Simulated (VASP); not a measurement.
# AlNi (I4mm) in VASP: single point with PBEsol

Aim: the single point of AlNi with PBEsol.

Program: VASP 6.6.1. These are calculated values, not measurements. Logs are shortened: lines on timing, memory, paths and dates and some standing lists are left out, and cuts for length are marked.

### Step 1. The cell of the first run

Symmetry: I4mm, No. 107, tetragonal system. The conventional cell has a = 5.717 Å, b = 5.717 Å, c = 5.739 Å, α = 90.00°, β = 90.00°, γ = 90.00°. Al (site symmetry m) has 8 Ni at 2.40 to 2.57 Å and 6 Al at 2.86 to 2.87 Å within 3.2 Å. Within 3.2 Å of Ni (site symmetry 4mm) lie 8 Al at 2.40 to 2.57 Å and 6 Ni at 2.72 to 3.02 Å. Within 3.3 Å of Ni (site symmetry 2mm) lie 8 Al at 2.48 Å and 6 Ni at 2.86 to 2.87 Å. Within 3.3 Å of Ni (site symmetry 4mm) lie 8 Al at 2.48 Å and 6 Ni at 2.72 to 3.02 Å.

### Step 2. Single point, PBEsol (atom 5 (Ni) moved -0.150 Å along Cartesian [0 0 1])

Input file INCAR:

```
  PREC = Accurate
  ENCUT = 520
  EDIFF = 1E-6
  ISMEAR = 0
  SIGMA = 0.15
  LREAL = F
  LASPH = T
  NELM = 60
  ALGO = Fast
  ISIF = 2
  LWAVE = F
  LCHARG = F
  GGA = PS
  NBANDS = 36
  KPAR = 4
```

Input file KPOINTS:

```
regular mesh
0
Gamma
  16 16 16
```

Input file POSCAR:

```
AlNi
1.0
    4.0426561744      0.0000000000     -2.8694088111
   -4.0426561744      0.0000000000     -2.8694088111
    0.0000000000      4.0426995768      2.8694088111
Al Ni
4 4
Direct
    0.0000000000      0.5000000000      0.5000000000
    0.5000000000      0.5000000000      0.0000000000
    0.0000000000      1.0000000000      0.0000000000
    0.5000000000      1.0000000000      0.5000000000
    0.0261377883      0.0261377883      0.5000000000
    0.5000000000      0.0000000000      0.0000000000
    0.0000000000      0.5000000000      0.0000000000
    0.5000000000      0.5000000000      0.5000000000
```

Potentials or basis: VASP PAW PBE potentials, release 64 (Al, Ni).

Run with:

```console
cat potpaw_PBE.64/Al/POTCAR potpaw_PBE.64/Ni/POTCAR > POTCAR
mpirun -np 4 vasp_std > vasp.out
```

OUTCAR:

```text
PREC = Accurate
   ENCUT = 520
   EDIFF = 1E-6
   ISMEAR = 0
   LREAL = F
   LASPH = T
   NELM = 60
   ISIF = 2
   GGA = PS

 ion  position               nearest neighbor table
   1  0.000  0.500  0.500-   5 2.40   8 2.48   8 2.48   6 2.48   7 2.48   7 2.48   6 2.48   5 2.57
                             3 2.86   3 2.86   2 2.86   2 2.86   4 2.87   4 2.87
   2  0.500  0.500  0.000-   5 2.40   7 2.48   6 2.48   6 2.48   7 2.48   8 2.48   8 2.48   5 2.57
                             4 2.86   4 2.86   1 2.86   1 2.86   3 2.87   3 2.87
   3  0.000  0.000  0.000-   5 2.40   6 2.48   7 2.48   7 2.48   6 2.48   8 2.48   8 2.48   5 2.57
                             1 2.86   1 2.86   4 2.86   4 2.86   2 2.87   2 2.87
   4  0.500  0.000  0.500-   5 2.40   8 2.48   8 2.48   6 2.48   6 2.48   7 2.48   7 2.48   5 2.57
                             3 2.86   2 2.86   3 2.86   2 2.86   1 2.87   1 2.87
   5  0.026  0.026  0.500-   1 2.40   4 2.40   2 2.40   3 2.40   1 2.57   4 2.57   2 2.57   3 2.57
                             8 2.72   7 2.86   7 2.86   6 2.86   6 2.86   8 3.02
   6  0.500  0.000  0.000-   2 2.48   3 2.48   2 2.48   3 2.48   4 2.48   1 2.48   4 2.48   1 2.48
                             8 2.86   8 2.86   5 2.86   5 2.86   7 2.87   7 2.87
   7  0.000  0.500  0.000-   2 2.48   3 2.48   3 2.48   2 2.48   1 2.48   1 2.48   4 2.48   4 2.48
                             8 2.86   8 2.86   5 2.86   5 2.86   6 2.87   6 2.87
   8  0.500  0.500  0.500-   1 2.48   4 2.48   4 2.48   1 2.48   2 2.48   3 2.48   2 2.48   3 2.48
                             5 2.72   6 2.86   6 2.86   7 2.86   7 2.86   5 3.02

  LATTYP: Found a face centered orthorhombic cell.
 ALAT       =     5.7388176222
 B/A-ratio  =     1.4088812158
 C/A-ratio  =     1.4088963417

  Lattice vectors:

 A1 = (  -4.0426561744,   4.0426995768,   0.0000000000)
 A2 = (   0.0000000000,   4.0426995768,  -2.8694088111)
 A3 = (  -4.0426561744,   0.0000000000,  -2.8694088111)

Analysis of symmetry for initial positions (statically):
=====================================================================
 Subroutine PRICEL returns:
 Original cell was already a primitive cell.

 Routine SETGRP: Setting up the symmetry group for a
 face centered orthorhombic supercell.

 Subroutine GETGRP returns: Found  4 space group operations
 (whereof  2 operations were pure point group operations)
 out of a pool of  8 trial point group operations.

The static configuration has the point symmetry C_1h.
 The point group associated with its full space group is C_2v.

Analysis of symmetry for dynamics (positions and initial velocities):
=====================================================================
 Subroutine PRICEL returns:
 Original cell was already a primitive cell.

 Routine SETGRP: Setting up the symmetry group for a
 face centered orthorhombic supercell.

[... 131 lines left out ...]
   EFERMI =   0.00;   METHOD = LEGACY
   ISMEAR =     0;   SIGMA  =   0.15  broadening in eV -4-tet -1-fermi 0-gaus
   EFERMI_NEDOS =   21; number of points for ismear=-14 and -15
   IALGO  =     68    algorithm
   IMIX   =      4    mixing-type and parameters
     AMIX     =   0.40;   BMIX     =  1.00
     AMIX_MAG =   1.60;   BMIX_MAG =  1.00
  volume/ion in A,a.u.               =      11.72        79.12
  Fermi-wavevector in a.u.,A,eV,Ry     =   1.344897  2.541487 24.609512  1.808748
  Thomas-Fermi vector in A             =   2.472854
   LORBIT       =      0    0 simple, 1 ext, 2 COOP (PROOUT), +10 PAW based schemes
   GGA     = PS    functional components
   LHFCALC =     F    Hartree Fock is set to
   AEXX    =    0.0000 exact exchange contribution
   IVDW    =     0    specifies the selected vdW correction
   LEPSILON=     F    determine dielectric tensor
   LRPA    =     F    only Hartree local field effects (RPA)
 non-spin polarized calculation
 RMM-DIIS sequential band-by-band and
 Gauss-broadening in eV      SIGMA  =   0.15
  energy-cutoff  :      520.00
  volume of cell :       93.79
 maximum number of plane-waves:      2550
 NGX is ok and might be reduce to    40
   NGX = 19   NGY = 19   NGZ = 19

 number of electron      52.0000039 magnetization

 Free energy of the ion-electron system (eV)
  ---------------------------------------------------
  ext. energy  EPLUGINS =         0.00000000
  ---------------------------------------------------
  free energy    TOTEN  =       -46.27860501 eV

  energy without entropy =      -46.24099603  energy(sigma->0) =      -46.25980052

 E-fermi :  10.1532     XC(G=0): -12.2596

 val. band max:       10.1509997176   @ k =   0.3750   0.3750   0.0000
 cond. band min:      10.1538261422   @ k =   0.5000   0.2500   0.0000
 fundamental gap:      0.0028264246
 Fermi energy:        10.1531524932

 k-point     1 :       0.0000    0.0000    0.0000
  band No.  band energies     occupation
      1      -1.1174      2.00000
      2       4.7528      2.00000
      3       4.7528      2.00000
      4       4.7727      2.00000
      5       6.6644      2.00000
      6       6.6783      2.00000
[... 925 lines left out ...]
     35      15.6208      0.00000
     36      15.7725      0.00000

 [... further k-points ...]

------------------------ aborting loop because EDIFF is reached ----------------------------------------

  FORCE on cell =-STRESS in cart. coord.  units (eV):
  Direction    XX          YY          ZZ          XY          YZ          ZX
  --------------------------------------------------------------------------------------
  -------------------------------------------------------------------------------------
  Total        0.3144972      0.3129275      0.2310637      0.0000000      0.0000000      0.0000000
  in kB        5.3723792      5.3455651      3.9471321      0.0000000      0.0000000      0.0000000
  external PRESSURE =       4.8883588 kB  Pullay stress =       0.0000000 kB

 VOLUME and BASIS-vectors are now :
 -----------------------------------------------------------------------------
  energy-cutoff  :      520.00
  volume of cell :       93.79
      direct lattice vectors                 reciprocal lattice vectors
     4.042656174  0.000000000 -2.869408811     0.123681060  0.123679732 -0.174251922
    -4.042656174  0.000000000 -2.869408811    -0.123681060  0.123679732 -0.174251922
     0.000000000  4.042699577  2.869408811     0.000000000  0.247359464  0.000000000

 POSITION                                       TOTAL-FORCE (eV/Angst)
 -----------------------------------------------------------------------------------
     -2.02133      2.02135      0.00000        -0.327499      0.000000     -0.234958
      0.00000      0.00000     -2.86941         0.000000      0.327464     -0.234938
      0.00000      0.00000      0.00000         0.000000     -0.327464     -0.234938
      2.02133      2.02135      0.00000         0.327499      0.000000     -0.234958
      0.00000      2.02135      1.28470         0.000000      0.000000      1.127954
      2.02133      0.00000     -1.43470         0.000000      0.000000     -0.078400
     -2.02133      0.00000     -1.43470        -0.000000      0.000000     -0.078400
      0.00000      2.02135     -1.43470         0.000000      0.000000     -0.031362
 -----------------------------------------------------------------------------------
    total drift:                               -0.000000      0.000003     -0.000093

  FREE ENERGIE OF THE ION-ELECTRON SYSTEM (eV)
  ---------------------------------------------------
  free  energy   TOTEN  =       -46.2786050141 eV

  energy  without entropy=      -46.2409960322  energy(sigma->0) =      -46.25980052
```

OSZICAR:

```text
N       E                     dE             d eps       ncg     rms          rms(c)
DAV:   1     0.322401236594E+03    0.32240E+03   -0.21727E+04 44720   0.166E+03
DAV:   2    -0.291984957880E+02   -0.35160E+03   -0.33604E+03 44736   0.346E+02
DAV:   3    -0.522698490318E+02   -0.23071E+02   -0.21977E+02 48880   0.112E+02
DAV:   4    -0.528405939053E+02   -0.57074E+00   -0.56782E+00 53088   0.167E+01
DAV:   5    -0.528590544356E+02   -0.18461E-01   -0.18456E-01 53352   0.272E+00    0.256E+01
RMM:   6    -0.601895292945E+02   -0.73305E+01   -0.13267E+02 48455   0.106E+02    0.355E+01
RMM:   7    -0.463640864843E+02    0.13825E+02   -0.40746E+01 44725   0.620E+01    0.247E+00
RMM:   8    -0.463297717588E+02    0.34315E-01   -0.11588E+00 46035   0.866E+00    0.223E+00
RMM:   9    -0.463530727217E+02   -0.23301E-01   -0.23735E-01 48206   0.380E+00    0.284E+00
RMM:  10    -0.462785913703E+02    0.74481E-01   -0.13892E-01 47337   0.313E+00    0.469E-01
RMM:  11    -0.462795103681E+02   -0.91900E-03   -0.13269E-02 50571   0.875E-01    0.460E-01
RMM:  12    -0.462786459351E+02    0.86443E-03   -0.44589E-03 52862   0.553E-01    0.284E-01
RMM:  13    -0.462787675059E+02   -0.12157E-03   -0.14540E-03 51214   0.251E-01    0.104E-01
RMM:  14    -0.462785937138E+02    0.17379E-03   -0.91801E-04 48649   0.249E-01    0.538E-02
RMM:  15    -0.462786059757E+02   -0.12262E-04   -0.29643E-04 62363   0.104E-01    0.435E-02
RMM:  16    -0.462786113128E+02   -0.53370E-05   -0.50513E-05 59778   0.339E-02    0.512E-02
RMM:  17    -0.462786048245E+02    0.64883E-05   -0.10827E-05 48968   0.174E-02    0.374E-02
RMM:  18    -0.462786050141E+02   -0.18958E-06   -0.27518E-06 35561   0.100E-02
   1 F= -.46278605E+02 E0= -.46259801E+02  d E =-.376090E-01
```

stdout:

```text
POSCAR found type information on POSCAR AlNi
 POSCAR found :  2 types and       8 ions
 scaLAPACK will be used
 -----------------------------------------------------------------------------
|                                                                             |
|                                                                             |
|     You enforced a specific xc type in the INCAR file but a different       |
|     I HOPE YOU KNOW WHAT YOU ARE DOING!                                     |
|                                                                             |
 -----------------------------------------------------------------------------

 LDA part: xc-table for (Slater+PW92), standard interpolation
 POSCAR, INCAR and KPOINTS ok, starting setup
 FFT: planning ... GRIDC
 FFT: planning ... GRID_SOFT
 FFT: planning ... GRID
 WAVECAR not read
 entering main loop
```

Run time: 22 min. Hardware: 4 MPI ranks of Oxide Virtual Turin-like, shared host; peak memory 1.4 GiB.

What came out:

| Quantity | Value |
| --- | --- |
| Free energy | -46.2786 eV |
| Pressure | 0.5 GPa |
| Largest force | 1.128 eV/Å |
| Band gap on the k mesh | zero (bands 26 and 27 overlap by 3.29 eV) |

Forces in eV/Å, atoms in the order of the input:
```
Al  -0.327  0.000 -0.235
Al   0.000  0.327 -0.235
Al   0.000 -0.327 -0.235
Al   0.327  0.000 -0.235
Ni   0.000  0.000  1.128
Ni   0.000  0.000 -0.078
Ni   0.000  0.000 -0.078
Ni   0.000  0.000 -0.031
```

Stress tensor (GPa, compression positive):
```
0.54 0.00 0.00
0.00 0.53 0.00
0.00 0.00 0.39
```

Caveat: the cell differs from its parent crystal (atom 5 (Ni) moved -0.150 Å along Cartesian [0 0 1]); the PAW data sets were made with another functional, which shifts forces and pressure a little.
